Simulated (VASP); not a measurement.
Runs of VASP 6.6.1 on HgW. The structure is that of space group Pm-3m (No. 221), or close to it. The cells are those of the table. 

| task | cell | k mesh | cutoff (eV) | gap on the mesh (eV) | pressure (GPa) | relaxed volume (Å³/atom) |
| --- | --- | --- | --- | --- | --- | --- |
| relaxation of cell and atoms | relaxed from a = 3.481 Å, 2 atoms | 6 × 6 × 6 | 600 | none | 0.0 | 17.95 |
| relaxation of cell and atoms | relaxed from a = 3.291 Å, 2 atoms | 16 × 16 × 16 | 600 | none | 0.0 | (a) |
| single point | a = 3.290 Å, 2 atoms | 16 × 16 × 16 | 520 | none | 1.3 | - |
| single point | a = 3.291 Å, 2 atoms | 6 × 6 × 6 | 520 | none | 1.3 | - |

Alike in all rows: level PBE; potentials or basis VASP PAW PBE potentials, release 64 (Hg, W_sv); no spin polarisation; smearing gaussian 0.1 eV.

Q: Fill in the values left out.

A: (a) 17.94.

Caveats: spin-orbit coupling is left out, which moves the levels of the heavy elements.

A k mesh can miss the band edges, and the runs leave out spin-orbit coupling on Hg, W.

A gap of «none» marks levels without a gap at the run's occupations.
